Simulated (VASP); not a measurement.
# Ba (Fm-3m) in VASP: notebook, part 2 of 2

VASP 6.6.1. The steps go on from the part before.

## (3) Single point, PBEsol

INCAR

```
SYSTEM = Ba
ALGO = Normal ; EDIFF = 1E-6
ENCUT = 520 ; GGA = PS
ISIF = 2 ; ISMEAR = -1
LASPH = .TRUE. ; LCHARG = .FALSE.
LREAL = .FALSE. ; LWAVE = .FALSE.
NBANDS = 11 ; NELM = 80
PREC = Accurate ; SIGMA = 0.05
```

KPOINTS

```
k-points
0
G
  12 12 12
  0 0 0
```

POSCAR

```
Ba
1.0
    0.0000000000      3.0814168755      3.0814168755
    3.0814168755      0.0000000000      3.0814168755
    3.0814168755      3.0814168755      0.0000000000
Ba
1
Direct
    0.0000000000      0.0000000000      0.0000000000
```

Potentials or basis: VASP PAW PBE potentials, release 64 (Ba_sv).

Command:

```bash
> cat potpaw_PBE.64/Ba_sv/POTCAR > POTCAR
> mpirun -np 1 vasp_std > vasp.out
```

OUTCAR:

```text
SYSTEM = Ba
   EDIFF = 1E-6
   ENCUT = 520
   GGA = PS
   ISIF = 2
   ISMEAR = -1
   LASPH = .TRUE.
   LREAL = .FALSE.
   NELM = 80
   PREC = Accurate

 ion  position               nearest neighbor table
   1  0.000  0.000  0.000-

  LATTYP: Found a face centered cubic cell.
 ALAT       =     6.1628337510

  Lattice vectors:

 A1 = (   0.0000000000,   3.0814168755,   3.0814168755)
 A2 = (   3.0814168755,   0.0000000000,   3.0814168755)
 A3 = (   3.0814168755,   3.0814168755,   0.0000000000)

Analysis of symmetry for initial positions (statically):
=====================================================================
 Subroutine PRICEL returns:
 Original cell was already a primitive cell.

 Routine SETGRP: Setting up the symmetry group for a
 face centered cubic supercell.

 Subroutine GETGRP returns: Found 48 space group operations
 (whereof 48 operations were pure point group operations)
 out of a pool of 48 trial point group operations.

The static configuration has the point symmetry O_h .

Analysis of symmetry for dynamics (positions and initial velocities):
=====================================================================
 Subroutine PRICEL returns:
 Original cell was already a primitive cell.
[... 157 lines left out ...]
 fundamental gap:      0.0134760063
 Fermi energy:         1.8169964213

 k-point     1 :       0.0000    0.0000    0.0000
  band No.  band energies     occupation
      1     -26.9283      2.00000
      2     -11.8172      2.00000
      3     -11.8172      2.00000
      4     -11.8172      2.00000
      5      -1.0210      2.00000
      6       3.6567      0.00000
      7       3.6567      0.00000
      8       3.6567      0.00000
      9       5.3747      0.00000
     10       5.3747      0.00000
     11       7.9863      0.00000
[... 309 lines left out ...]
 k-point    24 :      -0.4167    0.1667    0.0000
  band No.  band energies     occupation
      1     -26.8667      2.00000
      2     -12.3537      2.00000
      3     -12.0044      2.00000
      4     -11.9157      2.00000
      5       1.2756      1.99996
      6       2.5261      0.00000
      7       3.1985      0.00000
      8       3.9099      0.00000
      9       6.2878      0.00000
     10       6.9778      0.00000
     11       8.0344      0.00000

 [... further k-points ...]
[... 5 lines left out ...]
  --------------------------------------------------------------------------------------
  -------------------------------------------------------------------------------------
  Total        0.0268206      0.0268206      0.0268206     -0.0000000      0.0000000     -0.0000000
  in kB        0.7343413      0.7343413      0.7343413     -0.0000000      0.0000000     -0.0000000
  external PRESSURE =       0.7343413 kB  Pullay stress =       0.0000000 kB

 VOLUME and BASIS-vectors are now :
 -----------------------------------------------------------------------------
  energy-cutoff  :      520.00
  volume of cell :       58.52
      direct lattice vectors                 reciprocal lattice vectors
     0.000000000  3.081416875  3.081416875    -0.162263017  0.162263017  0.162263017
     3.081416875  0.000000000  3.081416875     0.162263017 -0.162263017  0.162263017
     3.081416875  3.081416875  0.000000000     0.162263017  0.162263017 -0.162263017

 POSITION                                       TOTAL-FORCE (eV/Angst)
 -----------------------------------------------------------------------------------
      0.00000      0.00000      0.00000         0.000000      0.000000      0.000000
 -----------------------------------------------------------------------------------
    total drift:                                0.000000      0.000000      0.000000

  FREE ENERGIE OF THE ION-ELECTRON SYSTEM (eV)
  ---------------------------------------------------
  free  energy   TOTEN  =        -2.1382230165 eV

  energy  without entropy=       -2.1248324600  energy(sigma->0) =       -2.13152774
```

OSZICAR:

```text
N       E                     dE             d eps       ncg     rms          rms(c)
DAV:   1     0.547170641299E+02    0.54717E+02   -0.43149E+03  1584   0.762E+02
DAV:   2     0.514311311954E+00   -0.54203E+02   -0.52631E+02  1892   0.135E+02
DAV:   3    -0.207870247489E+01   -0.25930E+01   -0.25758E+01  2058   0.312E+01
DAV:   4    -0.214130835497E+01   -0.62606E-01   -0.62523E-01  2006   0.450E+00
DAV:   5    -0.214317707933E+01   -0.18687E-02   -0.18685E-02  2062   0.611E-01    0.175E+00
DAV:   6    -0.214012273383E+01    0.30543E-02   -0.39994E-03  2068   0.551E-01    0.102E+00
DAV:   7    -0.213818460234E+01    0.19381E-02   -0.55839E-03  2173   0.702E-01    0.459E-02
DAV:   8    -0.213821999396E+01   -0.35392E-04   -0.87867E-05  2364   0.635E-02    0.136E-02
DAV:   9    -0.213822309825E+01   -0.31043E-05   -0.32001E-06  1867   0.143E-02    0.199E-03
DAV:  10    -0.213822301653E+01    0.81717E-07   -0.15767E-07  1161   0.270E-03
   1 F= -.21382230E+01 E0= -.21315277E+01  d E =-.133906E-01
```

stdout:

```text
POSCAR found type information on POSCAR Ba
 POSCAR found :  1 types and       1 ions
 scaLAPACK will be used
 -----------------------------------------------------------------------------
|                                                                             |
|                                                                             |
|     You enforced a specific xc type in the INCAR file but a different       |
|     I HOPE YOU KNOW WHAT YOU ARE DOING!                                     |
|                                                                             |
 -----------------------------------------------------------------------------

 LDA part: xc-table for (Slater+PW92), standard interpolation
 POSCAR, INCAR and KPOINTS ok, starting setup
 FFT: planning ... GRIDC
 FFT: planning ... GRID_SOFT
 FFT: planning ... GRID
 WAVECAR not read
 entering main loop
```

Run time: 24 s. Hardware: 1 thread of Intel Xeon 8259CL, shared host; peak memory 0.2 GiB.

What came out:

* Free energy: -2.1382 eV
* Pressure: 0.1 GPa
* Band gap on the k mesh: zero (bands 5 and 6 overlap by 0.41 eV)

Caveat: the PAW data sets were made with another functional, which shifts forces and pressure a little; spin-orbit coupling is left out, which moves the levels of the heavy elements.

## (4) Relaxation of cell and atoms, PBEsol

This run uses another cell than the first one, of 67.56 Å³/atom.

INCAR

```
SYSTEM = Ba
PREC = Accurate ; ENCUT = 600
EDIFF = 1E-6 ; ISMEAR = -1
SIGMA = 0.05 ; LREAL = .FALSE.
LASPH = .TRUE. ; NELM = 80
ALGO = Normal ; ISIF = 3
LWAVE = .FALSE. ; LCHARG = .FALSE.
GGA = PS ; IBRION = 2
NSW = 100 ; EDIFFG = -0.002
```

KPOINTS

```
regular mesh
0
G
  12 12 12
  0 0 0
```

POSCAR

```
Ba
1.0
    0.0000000000      3.2326650028      3.2326650028
    3.2326650028      0.0000000000      3.2326650028
    3.2326650028      3.2326650028      0.0000000000
Ba
1
Direct
    0.0000000000      0.0000000000      0.0000000000
```

Command:

```bash
> cat potpaw_PBE.64/Ba_sv/POTCAR > POTCAR
> mpirun -np 1 vasp_std > vasp.out
```

It took 6.1 min on 1 thread of Intel Xeon 8259CL, shared host; peak memory 0.28 GiB.

Results (log left out):

```
Free energy                           : -2.1383 eV
Relaxed volume                        : 58.97 Å³/atom
Relaxed cell                          : a = 4.369 Å, b = 4.369 Å, c = 4.369 Å, α = 60.00°, β = 60.00°, γ = 60.00°
Space group after relaxing (to 0.1 Å) : Fm-3m (No. 225)
Energy gained by relaxing             : 28.4 meV/atom
Ionic steps                           : 10
Pressure after relaxing               : 0.0 GPa
Band gap on the k mesh                : zero (bands 5 and 6 overlap by 0.40 eV)
```

Step by step:
```
step  energy change (eV)  largest force (eV/Å)  pressure (GPa)  volume (Å³)
   1              0.0000                0.0000           -0.99        67.56
   2             -0.0198                0.0000           -0.59        63.58
   3             -0.0283                0.0000           -0.07        59.50
   4             -0.0283                0.0000           -0.03        59.00
   5             -0.0283                0.0000            0.05        58.72
   6             -0.0284                0.0000           -0.01        58.90
   7             -0.0284                0.0000            0.03        58.89
   8             -0.0284                0.0000            0.01        58.90
   9             -0.0284                0.0000            0.02        58.92
  10             -0.0284                0.0000            0.00        58.97
```

Final structure:
```
Ba
1.0
     0.00000    3.08937    3.08937
     3.08937    0.00000    3.08937
     3.08937    3.08937    0.00000
Ba
1
Cartesian
  3.0894 3.0894 0.0000
```

Levels at points of the mesh, in eV from the Fermi level:
```tsv
k point	band 1	band 2	band 3	band 4	band 5	band 6	band 7	band 8	band 9
(0.00, 0.00, 0.00)	-28.76	-13.65	-13.65	-13.65	-2.84	1.83	1.83	1.83	3.53
(0.50, 0.00, 0.00)	-28.70	-14.23	-13.73	-13.73	-1.01	1.27	1.67	1.67	4.85
(0.50, 0.50, 0.00)	-28.69	-14.19	-13.86	-13.86	-0.90	-0.25	2.33	4.87	5.25
```

Caveat: the PAW data sets were made with another functional, which shifts forces and pressure a little; spin-orbit coupling is left out, which moves the levels of the heavy elements.
